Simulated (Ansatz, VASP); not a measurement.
# FeS2 in VASP and in Ansatz

```
Fe S
1.0
     6.03090    0.00000    0.00000
     0.00000    5.95315    0.00000
     0.00000    0.00000    6.02197
Fe S
4 8
Direct
  0.00000 0.00000 0.00000
  0.50000 0.00000 0.50000
  0.50000 0.50000 0.00000
  0.00000 0.50000 0.50000
  0.39916 0.40108 0.39704
  0.10084 0.59892 0.89704
  0.89916 0.09892 0.60296
  0.60084 0.90108 0.10296
  0.60084 0.59892 0.60296
  0.89916 0.40108 0.10296
  0.10084 0.90108 0.39704
  0.39916 0.09892 0.89704
```

Alike in both runs: task single point; functional PBE; k mesh 4 × 4 × 4; occupations gaussian, width 0.05 eV; collinear spin; Hubbard terms Fe d U = 4.0 eV.

|  | VASP | Ansatz |
| --- | --- | --- |
| version | VASP 6.6.1 | Ansatz 0.2.0 |
| potentials or method | VASP PAW PBE potentials, release 64 (Fe, S), cutoff 600 eV | scalar-relativistic, plane waves, PAW |
| valence electrons in the cell | 80 | 112 |

|  | VASP | Ansatz | Ansatz less VASP |
| --- | --- | --- | --- |
| gap on the k mesh at the Fermi level (eV) | 0.77 | 0.79 | +0.015 |
| least direct gap on the mesh (eV) | 0.77 | 0.79 | +0.015 |
| pressure (GPa) | -0.8 | 0.0 | +0.76 |
| rms of the force components (eV/Å) | 0.029 | 0.002 | -0.0267 |
| net moment per atom (μB) | 0.00 | 0.00 | 0.000 |
| size of the moment on the site where the two differ most (μB) | 3.60 | 3.49 | -0.110 |

Site moments also hang on the region over which each program counts them. The programs project onto different local orbitals, so the same U acts differently, and such runs can settle in different states. Atom by atom the forces differ by 0.028 eV/Å (rms over components). VASP's potentials hold 80 valence electrons a cell and Ansatz's 112, so a difference there can come from the potentials and not from the codes. Ansatz's warnings: stability check not made.
